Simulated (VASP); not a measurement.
# Te2Mo in VASP: notebook, part 2 of 2

VASP 6.6.1. The steps go on from the part before.

### 4 Single point, LDA (45.40 Å³/atom)

This run uses another cell than the first one.

INCAR

```
SYSTEM = Te2Mo
PREC = Accurate ; ENCUT = 520
EDIFF = 1E-7 ; ISMEAR = -1
SIGMA = 0.05 ; LREAL = .FALSE.
LASPH = .TRUE. ; NELM = 100
ALGO = Normal ; ISIF = 2
LWAVE = .FALSE. ; LCHARG = .FALSE.
NBANDS = 35
```

KPOINTS

```
regular mesh
0
G
  9 9 2
  0 0 0
```

POSCAR

```
Te2Mo
1.0
    3.5603917377      0.0000000000      0.0000000000
   -1.7801958688      3.0833896922      0.0000000000
    0.0000000000      0.0000000000     24.8112624000
Te Mo
4 2
Direct
    0.3333333333      0.6666666667      0.2236394800
    0.6666666667      0.3333333333      0.9206288600
    0.6666666667      0.3333333333      0.7763605200
    0.3333333333      0.6666666667      0.0793711400
    0.6666666667      0.3333333333      0.1515414900
    0.3333333333      0.6666666667      0.8484585100
```

Potentials or basis: VASP PAW LDA potentials, release 64 (Te, Mo_sv).

On the command line:

```bash
cat potpaw_LDA.64/Te/POTCAR potpaw_LDA.64/Mo_sv/POTCAR > POTCAR
mpirun -np 1 vasp_std > vasp.out
```

OUTCAR:

```text
SYSTEM = Te2Mo
   PREC = Accurate
   ENCUT = 520
   EDIFF = 1E-7
   ISMEAR = -1
   LREAL = .FALSE.
   LASPH = .TRUE.
   NELM = 100
   ISIF = 2

 ion  position               nearest neighbor table
   1  0.333  0.667  0.224-   5 2.72   5 2.72   5 2.72   4 3.58
   2  0.667  0.333  0.921-   6 2.73   6 2.73   6 2.73   3 3.58
   3  0.667  0.333  0.776-   6 2.72   6 2.72   6 2.72   2 3.58
   4  0.333  0.667  0.079-   5 2.73   5 2.73   5 2.73   1 3.58
   5  0.667  0.333  0.152-   1 2.72   1 2.72   1 2.72   4 2.73   4 2.73   4 2.73
[... 1117 lines left out ...]
  -------------------------------------------------------------------------------------
  Total       -4.7078403     -4.7078403     -3.0664158     -0.0000000      0.0000000     -0.0000000
  in kB      -27.6921864    -27.6921864    -18.0370939     -0.0000000      0.0000000     -0.0000000
  external PRESSURE =     -24.4738222 kB  Pullay stress =       0.0000000 kB

 VOLUME and BASIS-vectors are now :
 -----------------------------------------------------------------------------
  energy-cutoff  :      520.00
  volume of cell :      272.38
      direct lattice vectors                 reciprocal lattice vectors
     3.560391738  0.000000000  0.000000000     0.280867970  0.162159198  0.000000000
    -1.780195869  3.083389692  0.000000000     0.000000000  0.324318396  0.000000000
     0.000000000  0.000000000 24.811262400     0.000000000  0.000000000  0.040304277

 POSITION                                       TOTAL-FORCE (eV/Angst)
 -----------------------------------------------------------------------------------
     -0.00000      2.05559      5.54878         0.000000     -0.000000     -0.359954
      1.78020      1.02780     22.84196         0.000000     -0.000000     -0.256038
      1.78020      1.02780     19.26248         0.000000      0.000000      0.359954
     -0.00000      2.05559      1.96930         0.000000      0.000000      0.256038
      1.78020      1.02780      3.75994        -0.000000      0.000000     -0.007142
     -0.00000      2.05559     21.05133         0.000000      0.000000      0.007142
 -----------------------------------------------------------------------------------
    total drift:                                0.000000      0.000000      0.000000

  FREE ENERGIE OF THE ION-ELECTRON SYSTEM (eV)
  ---------------------------------------------------
  free  energy   TOTEN  =       -40.9345998129 eV

  energy  without entropy=      -40.9345954201  energy(sigma->0) =      -40.93459762
```

OSZICAR:

```text
N       E                     dE             d eps       ncg     rms          rms(c)
DAV:   1     0.379446574961E+03    0.37945E+03   -0.25699E+04  2096   0.123E+03
DAV:   2    -0.172954048321E+02   -0.39674E+03   -0.38438E+03  2096   0.287E+02
DAV:   3    -0.415173346528E+02   -0.24222E+02   -0.23814E+02  2066   0.613E+01
[... 16 lines left out ...]
DAV:  20    -0.409345947326E+02   -0.13467E-04   -0.55318E-07  1584   0.209E-03    0.153E-03
DAV:  21    -0.409345972112E+02   -0.24787E-05   -0.59185E-08  1435   0.811E-04    0.729E-04
DAV:  22    -0.409345995958E+02   -0.23845E-05   -0.12307E-07  1316   0.108E-03    0.671E-04
DAV:  23    -0.409345997388E+02   -0.14309E-06   -0.65854E-09  1161   0.383E-04    0.301E-04
DAV:  24    -0.409345998129E+02   -0.74051E-07   -0.30240E-09  1047   0.214E-04
   1 F= -.40934600E+02 E0= -.40934598E+02  d E =-.439279E-05
```

stdout:

```text
POSCAR found type information on POSCAR TeMo
 POSCAR found :  2 types and       6 ions
 scaLAPACK will be used
 LDA part: xc-table for (Slater(with rela. corr.)+CA(PZ))
 , standard interpolation
 POSCAR, INCAR and KPOINTS ok, starting setup
 FFT: planning ... GRIDC
 FFT: planning ... GRID_SOFT
 FFT: planning ... GRID
 WAVECAR not read
 entering main loop
```

It took 3 min on 1 thread of Intel Xeon 6975P-C (Granite Rapids), shared host; peak memory 0.42 GiB.

What came out:

```yaml
Free_energy: -40.9346 eV
Largest_force: 0.360 eV/Å
Band_gap_on_the_k_mesh: 1.02 eV
```

Forces in eV/Å, atoms in the order of the input:
```
Te   0.000  0.000 -0.360
Te   0.000  0.000 -0.256
Te   0.000  0.000  0.360
Te   0.000  0.000  0.256
Mo   0.000  0.000 -0.007
Mo   0.000  0.000  0.007
```

Levels at points of the mesh, in eV from the valence-band top:
| k point | band 22 | band 23 | band 24 | band 25 | band 26 | band 27 | band 28 | band 29 | band 30 | band 31 |
| --- | --- | --- | --- | --- | --- | --- | --- | --- | --- | --- |
| (0.00, 0.00, 0.00) | -0.92 | -0.92 | -0.92 | -0.51 | -0.10 | 3.02 | 3.02 | 3.05 | 3.05 | 3.31 |
| (0.00, 0.00, 0.50) | -0.92 | -0.92 | -0.92 | -0.51 | -0.10 | 3.02 | 3.02 | 3.05 | 3.05 | 3.31 |

Caveat: spin-orbit coupling is left out, which moves the levels of the heavy elements.

### 5 Single point, LDA (46.30 Å³/atom)

This run uses another cell than the first one.

INCAR

```
SYSTEM = Te2Mo
PREC = Accurate
ENCUT = 520
EDIFF = 1E-6
ISMEAR = -1
SIGMA = 0.05
LREAL = .False.
LASPH = .True.
NELM = 100
ALGO = Normal
ISIF = 2
LWAVE = .False.
LCHARG = .False.
GGA = CA
NBANDS = 35
```

KPOINTS

```
Automatic mesh
0
Gamma
  9 9 2
  0 0 0
```

POSCAR: that of step 4 with these lines changed.

```diff
@@ -2,5 +2,5 @@
 1.0
-    3.5603917377      0.0000000000      0.0000000000
-   -1.7801958688      3.0833896922      0.0000000000
-    0.0000000000      0.0000000000     24.8112624000
+    3.5839711781      0.0000000000      0.0000000000
+   -1.7919855890      3.1038100866      0.0000000000
+    0.0000000000      0.0000000000     24.9755801847
 Te Mo
```

On the command line:

```bash
cat potpaw_LDA.64/Te/POTCAR potpaw_LDA.64/Mo_sv/POTCAR > POTCAR
mpirun -np 1 vasp_std > vasp.out
```

It took 2.9 min on 1 thread of Intel Xeon 6975P-C (Granite Rapids), shared host; peak memory 0.42 GiB.

The run converged. Its results:

```
Free energy            : -40.8358 eV
Largest force          : 0.625 eV/Å
Band gap on the k mesh : 0.99 eV
```

Forces on the atoms (eV/Å):
```
Te   0.000  0.000 -0.625
Te   0.000  0.000 -0.520
Te   0.000  0.000  0.625
Te   0.000  0.000  0.520
Mo   0.000  0.000 -0.007
Mo   0.000  0.000  0.007
```

Levels at points of the mesh, in eV from the valence-band top:
| k point | band 22 | band 23 | band 24 | band 25 | band 26 | band 27 | band 28 | band 29 | band 30 | band 31 |
| --- | --- | --- | --- | --- | --- | --- | --- | --- | --- | --- |
| (0.00, 0.00, 0.00) | -0.91 | -0.91 | -0.91 | -0.49 | -0.10 | 2.93 | 2.93 | 2.96 | 2.96 | 3.20 |
| (0.00, 0.00, 0.50) | -0.91 | -0.91 | -0.91 | -0.49 | -0.10 | 2.93 | 2.93 | 2.96 | 2.96 | 3.20 |

Caveat: spin-orbit coupling is left out, which moves the levels of the heavy elements.

### 6 Overview

| level | potentials or basis | cell | gap on the mesh (eV) | largest force (eV/Å) |
| --- | --- | --- | --- | --- |
| LDA | VASP PAW LDA potentials, release 64 (Te, Mo_sv) | a = 3.536, b = 3.536, c = 24.645 Å, angles 90.0, 90.0, 120.0°, 6 atoms | 1.05 | 0.07 |
| PBEsol | VASP PAW PBE potentials, release 64 (Te, Mo_sv) | a = 3.536, b = 3.536, c = 24.645 Å, angles 90.0, 90.0, 120.0°, 6 atoms | 1.05 | 0.22 |
| LDA | VASP PAW LDA potentials, release 64 (Te, Mo_sv) | a = 3.560, b = 3.560, c = 24.811 Å, angles 90.0, 90.0, 120.0°, 6 atoms | 1.02 | 0.36 |
| LDA | VASP PAW LDA potentials, release 64 (Te, Mo_sv) | a = 3.584, b = 3.584, c = 24.976 Å, angles 90.0, 90.0, 120.0°, 6 atoms | 0.99 | 0.62 |

Alike in all rows: task single point; no spin polarisation; k mesh 9 × 9 × 2; cutoff (eV) 520; smearing fermi-dirac 0.05 eV.

Caveats: spin-orbit coupling is left out, which moves the levels of the heavy elements; the PAW data sets were made with another functional, which shifts forces and pressure a little (at least some runs).

Absolute energies hang on the potentials; compare differences alone.
